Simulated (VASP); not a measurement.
# BN (P1) in VASP: further runs, part 2 of 2

VASP 6.6.1. The steps go on from the part before.

## Step 3: Single point, PBE (mode 4 frozen in at -0.051 Å and mode 5 at -0.085 Å (largest displacements))

Contents of INCAR:

```
SYSTEM = BN
ALGO = Normal ; EDIFF = 1E-6
ENCUT = 520 ; GGA = PE
ISIF = 2 ; ISMEAR = 0
LASPH = .True. ; LCHARG = .True.
LELF = .True. ; LREAL = .False.
LVHAR = .True. ; LWAVE = .False.
NBANDS = 16 ; NELM = 100
PREC = Accurate ; SIGMA = 0.05
```

Contents of KPOINTS:

```
k-points
0
Gamma
  6 6 6
  0 0 0
```

Contents of POSCAR:

```
BN
1.0
    0.0000000000     -1.8123937734     -1.8123937734
   -1.8123937734      0.0000000000     -1.8123937734
    1.8123937734      1.8123937734     -3.6247875468
B N
2 2
Direct
    0.0317562203      0.0100415346      0.0000000000
    0.4682437797      0.4899584654      0.5000000000
    0.4074982145      0.3852761583      0.8750000000
    0.8425017855      0.8647238417      0.3750000000
```

Potentials or basis: VASP PAW PBE potentials, release 64 (B, N).

On the command line:

```
cat potpaw_PBE.64/B/POTCAR potpaw_PBE.64/N/POTCAR > POTCAR
mpirun -np 1 vasp_std > vasp.out
```

OUTCAR:

```text
SYSTEM = BN
   EDIFF = 1E-6
   ENCUT = 520
   GGA = PE
   ISIF = 2
   ISMEAR = 0
   LASPH = .True.
   LREAL = .False.
   NELM = 100
   PREC = Accurate

 ion  position               nearest neighbor table
   1  0.032  0.010  0.000-   3 1.57   3 1.57   3 1.57   4 1.58
   2  0.468  0.490  0.500-   4 1.57   4 1.57   4 1.57   3 1.58
   3  0.407  0.385  0.875-   1 1.57   1 1.57   1 1.57   2 1.58
   4  0.843  0.865  0.375-   2 1.57   2 1.57   2 1.57   1 1.58

  LATTYP: Found a trigonal (rhomboedric) cell.
[... 647 lines left out ...]
     15      22.6557      0.00000
     16      23.6114      0.00000

 [... further k-points ...]
[... 5 lines left out ...]
  --------------------------------------------------------------------------------------
  -------------------------------------------------------------------------------------
  Total        0.2852842     -0.0332255     -0.2894968      0.0445960     -0.1508776     -0.0925782
  in kB       19.1942301     -2.2354483    -19.4776566      3.0004698    -10.1512086     -6.2287590
  external PRESSURE =      -0.8396249 kB  Pullay stress =       0.0000000 kB

 VOLUME and BASIS-vectors are now :
 -----------------------------------------------------------------------------
  energy-cutoff  :      520.00
  volume of cell :       23.81
      direct lattice vectors                 reciprocal lattice vectors
     0.000000000 -1.812393773 -1.812393773     0.137939119 -0.413817356 -0.137939119
    -1.812393773  0.000000000 -1.812393773    -0.413817356  0.137939119 -0.137939119
     1.812393773  1.812393773 -3.624787547     0.137939119  0.137939119 -0.137939119

 POSITION                                       TOTAL-FORCE (eV/Angst)
 -----------------------------------------------------------------------------------
     -0.01820     -0.05755     -0.07575         0.181154      0.527389      0.699511
      0.01820      0.05755     -3.54903        -0.152857     -0.524488     -0.680695
      0.88757      0.84730     -4.60851         0.214221      0.713286      0.923662
     -0.88757     -0.84730     -4.45346        -0.242518     -0.716187     -0.942479
 -----------------------------------------------------------------------------------
    total drift:                               -0.000030     -0.000038      0.000047

  FREE ENERGIE OF THE ION-ELECTRON SYSTEM (eV)
  ---------------------------------------------------
  free  energy   TOTEN  =       -34.6936210667 eV

  energy  without entropy=      -34.6936210667  energy(sigma->0) =      -34.69362107
```

OSZICAR:

```text
N       E                     dE             d eps       ncg     rms          rms(c)
DAV:   1     0.382554762967E+02    0.38255E+02   -0.85095E+03  3592   0.987E+02
DAV:   2    -0.342711852334E+02   -0.72527E+02   -0.67595E+02  5064   0.227E+02
DAV:   3    -0.365762840227E+02   -0.23051E+01   -0.22988E+01  4248   0.371E+01
DAV:   4    -0.365819467458E+02   -0.56627E-02   -0.56623E-02  4232   0.211E+00
DAV:   5    -0.365819628922E+02   -0.16146E-04   -0.16146E-04  4184   0.104E-01    0.939E+00
DAV:   6    -0.348438884024E+02    0.17381E+01   -0.22774E+00  4616   0.136E+01    0.444E+00
DAV:   7    -0.347211462068E+02    0.12274E+00   -0.31810E-01  4536   0.449E+00    0.274E+00
DAV:   8    -0.346949122779E+02    0.26234E-01   -0.51330E-02  4248   0.188E+00    0.268E-01
DAV:   9    -0.346933742864E+02    0.15380E-02   -0.19274E-03  4184   0.557E-01    0.132E-01
DAV:  10    -0.346936170491E+02   -0.24276E-03   -0.50928E-04  4568   0.176E-01    0.281E-02
DAV:  11    -0.346936196937E+02   -0.26445E-05   -0.35716E-05  4560   0.572E-02    0.141E-02
DAV:  12    -0.346936209865E+02   -0.12929E-05   -0.51430E-06  4304   0.231E-02    0.218E-03
DAV:  13    -0.346936210667E+02   -0.80197E-07   -0.12135E-07  1792   0.342E-03
   1 F= -.34693621E+02 E0= -.34693621E+02  d E =-.816998E-17
```

stdout:

```text
POSCAR found type information on POSCAR B N
 POSCAR found :  2 types and       4 ions
 scaLAPACK will be used
 LDA part: xc-table for (Slater+PW92), standard interpolation
 POSCAR, INCAR and KPOINTS ok, starting setup
 FFT: planning ... GRIDC
 FFT: planning ... GRID_SOFT
 FFT: planning ... GRID
 WAVECAR not read
 entering main loop
```

Wall time 21 s (1 thread of AMD EPYC 9R45 (Zen 5), shared host); peak memory 0.13 GiB.

What came out:

```yaml
Free_energy: -34.6936 eV
Pressure: -0.1 GPa
Largest_force: 1.208 eV/Å
Band_gap_on_the_k_mesh: 4.27 eV, indirect (least direct gap 6.23 eV)
```

Forces on the atoms (eV/Å):
```
B    0.181  0.527  0.700
B   -0.153 -0.524 -0.681
N    0.214  0.713  0.924
N   -0.243 -0.716 -0.942
```

Caveat: the k points lie up to 0.48 Å⁻¹ apart; the cell differs from its parent crystal (mode 4 frozen in at -0.051 Å and mode 5 at -0.085 Å (largest displacements)); forces of over 1 eV/Å act on the atoms, so gaps and moduli don't describe the material at rest. A k mesh can miss the band edges.

## Step 4: Single point, PBE (mode 4 frozen in at -0.051 Å and mode 5 at +0.085 Å (largest displacements))

Contents of INCAR:

```
PREC = Accurate
ENCUT = 520
EDIFF = 1E-6
ISMEAR = 0
SIGMA = 0.05
LREAL = False
LASPH = True
NELM = 100
ALGO = Normal
ISIF = 2
LWAVE = False
LCHARG = False
GGA = PE
NBANDS = 16
```

Contents of KPOINTS:

```
regular mesh
0
Gamma
  6 6 6
```

Contents of POSCAR:

```
BN
1.0
    0.0000000000     -1.8123937734     -1.8123937734
   -1.8123937734      0.0000000000     -1.8123937734
    1.8123937734      1.8123937734     -3.6247875468
B N
2 2
Direct
   -0.0413524223      0.0327449314      0.0000000000
    0.5413524223      0.4672550686      0.5000000000
    0.3326813651      0.4085100272      0.8750000000
    0.9173186349      0.8414899728      0.3750000000
```

On the command line:

```
cat potpaw_PBE.64/B/POTCAR potpaw_PBE.64/N/POTCAR > POTCAR
mpirun -np 1 vasp_std > vasp.out
```

Run time: 20 s. Hardware: 1 thread of AMD EPYC 9R45 (Zen 5), shared host; peak memory 0.13 GiB.

Results (log left out):

| Quantity | Value |
| --- | --- |
| Free energy | -34.6936 eV |
| Pressure | -0.1 GPa |
| Largest force | 1.207 eV/Å |
| Band gap on the k mesh | 4.27 eV, indirect (least direct gap 6.23 eV) |

Forces on the atoms (eV/Å):
```
B    0.543 -0.692 -0.158
B   -0.542  0.674  0.129
N    0.736 -0.915 -0.181
N   -0.737  0.932  0.210
```

Stress tensor (GPa, compression positive):
```
-0.37  1.03 -0.32
 1.03 -1.86 -0.60
-0.32 -0.60  1.98
```

Levels at points of the mesh, in eV from the valence-band top:
| k point | band 5 | band 6 | band 7 | band 8 | band 9 | band 10 | band 11 | band 12 |
| --- | --- | --- | --- | --- | --- | --- | --- | --- |
| (0.00, 0.00, 0.00) | -1.97 | -0.24 | -0.16 | 0.00 | 8.39 | 8.61 | 8.71 | 9.73 |
| (0.50, 0.00, 0.00) | -5.43 | -4.77 | -3.75 | -3.71 | 7.08 | 7.48 | 11.66 | 13.23 |
| (0.00, 0.50, 0.00) | -5.42 | -4.91 | -3.71 | -3.67 | 7.17 | 7.45 | 11.71 | 13.26 |
| (0.50, 0.50, 0.50) | -5.32 | -5.18 | -3.65 | -3.64 | 7.31 | 7.37 | 12.09 | 12.52 |
| (0.50, 0.50, 0.00) | -4.99 | -4.88 | -2.20 | -1.91 | 4.34 | 9.21 | 9.68 | 10.44 |
| (0.00, 0.50, 0.50) | -4.95 | -4.92 | -2.13 | -1.94 | 4.30 | 8.92 | 9.75 | 10.43 |
| (0.50, 0.00, 0.50) | -4.97 | -4.91 | -2.07 | -1.96 | 4.27 | 8.76 | 9.80 | 10.52 |
| (0.00, 0.00, 0.50) | -1.41 | -1.41 | -1.05 | -1.04 | 8.78 | 8.94 | 9.78 | 10.17 |

Caveat: the k points lie up to 0.48 Å⁻¹ apart; the cell differs from its parent crystal (mode 4 frozen in at -0.051 Å and mode 5 at +0.085 Å (largest displacements)); forces of over 1 eV/Å act on the atoms, so gaps and moduli don't describe the material at rest.

## Step 5: Single point, PBE (mode 4 frozen in at -0.051 Å and mode 5 at +0.051 Å (largest displacements))

Contents of INCAR:

```
PREC = Accurate ; ENCUT = 520
EDIFF = 1E-6 ; ISMEAR = 0
SIGMA = 0.05 ; LREAL = False
LASPH = True ; NELM = 80
ALGO = Normal ; ISIF = 2
LWAVE = False ; LCHARG = False
GGA = PE ; NBANDS = 16
```

KPOINTS is that of step 4.

Contents of POSCAR:

```
BN
1.0
    0.0000000000     -1.8123937734     -1.8123937734
   -1.8123937734      0.0000000000     -1.8123937734
    1.8123937734      1.8123937734     -3.6247875468
B N
2 2
Direct
   -0.0267306938      0.0282042520      0.0000000000
    0.5267306938      0.4717957480      0.5000000000
    0.3476447350      0.4038632534      0.8750000000
    0.9023552650      0.8461367466      0.3750000000
```

Potentials or basis: VASP PAW PBE potentials, release 64 (B, N).

On the command line:

```
cat potpaw_PBE.64/B/POTCAR potpaw_PBE.64/N/POTCAR > POTCAR
mpirun -np 1 vasp_std > vasp.out
```

OUTCAR:

```text
PREC = Accurate
   ENCUT = 520
   EDIFF = 1E-6
   ISMEAR = 0
   LREAL = False
   LASPH = True
   NELM = 80
   ISIF = 2
   GGA = PE

 ion  position               nearest neighbor table
   1  0.973  0.028  0.000-   3 1.57   3 1.57   3 1.57   4 1.58
   2  0.527  0.472  0.500-   4 1.57   4 1.57   4 1.57   3 1.58
   3  0.348  0.404  0.875-   1 1.57   1 1.57   1 1.57   2 1.58
   4  0.902  0.846  0.375-   2 1.57   2 1.57   2 1.57   1 1.58

  LATTYP: Found a trigonal (rhomboedric) cell.
 ALAT       =     4.4394399578
 COS(alpha) =     0.8333333333

  Lattice vectors:

 A1 = (   1.8123937734,   3.6247875468,  -1.8123937734)
 A2 = (   3.6247875468,   1.8123937734,  -1.8123937734)
 A3 = (   1.8123937734,   1.8123937734,  -3.6247875468)

Analysis of symmetry for initial positions (statically):
=====================================================================
 Subroutine PRICEL returns:
 Original cell was already a primitive cell.

 Routine SETGRP: Setting up the symmetry group for a
 trigonal (rhombohedral) supercell.

[... 164 lines left out ...]
  ext. energy  EPLUGINS =         0.00000000
  ---------------------------------------------------
  free energy    TOTEN  =       -34.78979883 eV

  energy without entropy =      -34.78979883  energy(sigma->0) =      -34.78979883

 E-fermi :   7.6924     XC(G=0): -12.7878

 val. band max:        7.3744129520   @ k =   0.0000   0.0000   0.0000
 cond. band min:      11.7331892994   @ k =   0.0000   0.5000   0.5000
 fundamental gap:      4.3587763474
 Fermi energy:         7.6923751120

 k-point     1 :       0.0000    0.0000    0.0000
  band No.  band energies     occupation
      1     -12.8294      2.00000
      2      -8.6422      2.00000
      3      -3.2935      2.00000
      4       5.4049      2.00000
      5       5.4223      2.00000
      6       7.2452      2.00000
[... 433 lines left out ...]
      3      -1.5831      2.00000
      4      -0.0937      2.00000
      5       1.3033      2.00000
      6       1.8631      2.00000
[... 8 lines left out ...]
     15      22.8799      0.00000
     16      23.5985      0.00000

 [... further k-points ...]
[... 5 lines left out ...]
  --------------------------------------------------------------------------------------
  -------------------------------------------------------------------------------------
  Total       -0.0936311     -0.0654223      0.1844846      0.0789069     -0.0272430     -0.0325090
  in kB       -6.2996001     -4.4016836     12.4123212      5.3089439     -1.8329379     -2.1872386
  external PRESSURE =       0.5703458 kB  Pullay stress =       0.0000000 kB

 VOLUME and BASIS-vectors are now :
 -----------------------------------------------------------------------------
  energy-cutoff  :      520.00
  volume of cell :       23.81
      direct lattice vectors                 reciprocal lattice vectors
     0.000000000 -1.812393773 -1.812393773     0.137939119 -0.413817356 -0.137939119
    -1.812393773  0.000000000 -1.812393773    -0.413817356  0.137939119 -0.137939119
     1.812393773  1.812393773 -3.624787547     0.137939119  0.137939119 -0.137939119

 POSITION                                       TOTAL-FORCE (eV/Angst)
 -----------------------------------------------------------------------------------
     -0.05112     -1.76395     -1.81506         0.466454     -0.446815      0.016460
      0.05112     -0.04845     -3.62212        -0.472349      0.443241     -0.032763
      0.85389      0.95578     -4.53372         0.632361     -0.595285      0.041313
     -0.85389     -0.95578     -4.52825        -0.626466      0.598859     -0.025011
 -----------------------------------------------------------------------------------
    total drift:                               -0.000066     -0.000071      0.000036

  FREE ENERGIE OF THE ION-ELECTRON SYSTEM (eV)
  ---------------------------------------------------
  free  energy   TOTEN  =       -34.7897988313 eV

  energy  without entropy=      -34.7897988313  energy(sigma->0) =      -34.78979883
```

OSZICAR:

```text
N       E                     dE             d eps       ncg     rms          rms(c)
DAV:   1     0.384743174869E+02    0.38474E+02   -0.85746E+03  3592   0.991E+02
DAV:   2    -0.343619663733E+02   -0.72836E+02   -0.67940E+02  5104   0.227E+02
DAV:   3    -0.366810182434E+02   -0.23191E+01   -0.23123E+01  4160   0.371E+01
DAV:   4    -0.366867088103E+02   -0.56906E-02   -0.56902E-02  4344   0.212E+00
DAV:   5    -0.366867253952E+02   -0.16585E-04   -0.16585E-04  4032   0.105E-01    0.940E+00
DAV:   6    -0.349426410808E+02    0.17441E+01   -0.22804E+00  4616   0.136E+01    0.446E+00
DAV:   7    -0.348174253940E+02    0.12522E+00   -0.32321E-01  4568   0.451E+00    0.275E+00
DAV:   8    -0.347910921161E+02    0.26333E-01   -0.51467E-02  4264   0.188E+00    0.270E-01
DAV:   9    -0.347895450806E+02    0.15470E-02   -0.19204E-03  4208   0.559E-01    0.132E-01
DAV:  10    -0.347897950591E+02   -0.24998E-03   -0.51593E-04  4528   0.177E-01    0.286E-02
DAV:  11    -0.347897979093E+02   -0.28502E-05   -0.38948E-05  4520   0.596E-02    0.146E-02
DAV:  12    -0.347897988313E+02   -0.92193E-06   -0.55625E-06  4464   0.241E-02
   1 F= -.34789799E+02 E0= -.34789799E+02  d E =-.357342E-21
```

Run time: 18 s. Hardware: 1 thread of AMD EPYC 9R45 (Zen 5), shared host; peak memory 0.13 GiB.

Results:

* Free energy: -34.7898 eV
* Pressure: 0.1 GPa
* Largest force: 0.869 eV/Å
* Band gap on the k mesh: 4.36 eV

Forces on the atoms (eV/Å):
```
B    0.466 -0.447  0.016
B   -0.472  0.443 -0.033
N    0.632 -0.595  0.041
N   -0.626  0.599 -0.025
```

Stress tensor (GPa, compression positive):
```
-0.63  0.53 -0.22
 0.53 -0.44 -0.18
-0.22 -0.18  1.24
```

Caveat: the k points lie up to 0.48 Å⁻¹ apart; the cell differs from its parent crystal (mode 4 frozen in at -0.051 Å and mode 5 at +0.051 Å (largest displacements)). A k mesh can miss the band edges.
